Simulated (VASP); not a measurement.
Write the native input for VASP 6.6.1 that does the following.

- Task: single point
- Functional: PBEsol
- Potentials or basis: VASP PAW PBE potentials, release 64 (Al)
- Cutoff: 520 eV
- k mesh: 12 × 12 × 12
- Occupations: fermi-dirac, width 0.05 eV
- Spin: no spin polarisation
- Dipole correction: no
- Further INCAR settings: ALGO = Normal; EDIFF = 1e-06; NBANDS = 8

The structure of Al lies in POSCAR:

```
Al
1.0
    0.0000000000      2.0514502267      2.0514502267
    2.0514502267      0.0000000000      2.0514502267
    2.0514502267      2.0514502267      0.0000000000
Al
1
Direct
    0.0000000000      0.0000000000      0.0000000000
```

One way to write it, as run:

INCAR

```
SYSTEM = Al
  PREC = Accurate
  ENCUT = 520
  EDIFF = 1E-6
  ISMEAR = -1
  SIGMA = 0.05
  LREAL = .FALSE.
  LASPH = .TRUE.
  NELM = 100
  ALGO = Normal
  ISIF = 2
  LWAVE = .FALSE.
  LCHARG = .TRUE.
  GGA = PS
  LELF = .TRUE.
  LVHAR = .TRUE.
  NBANDS = 8
```

KPOINTS

```
regular mesh
0
G
  12 12 12
  0 0 0
```

Potentials or basis: VASP PAW PBE potentials, release 64 (Al).

Launch:

```console
$ cat potpaw_PBE.64/Al/POTCAR > POTCAR
$ mpirun -np 1 vasp_std > vasp.out
```

Results of the run:

```yaml
Pressure: -4.5 GPa
```

Caveat: the PAW data sets were made with another functional, which shifts forces and pressure a little.

Wall time 26 s on 1 thread of AMD EPYC 7R13, on a shared host, peak memory 0.1 GiB.
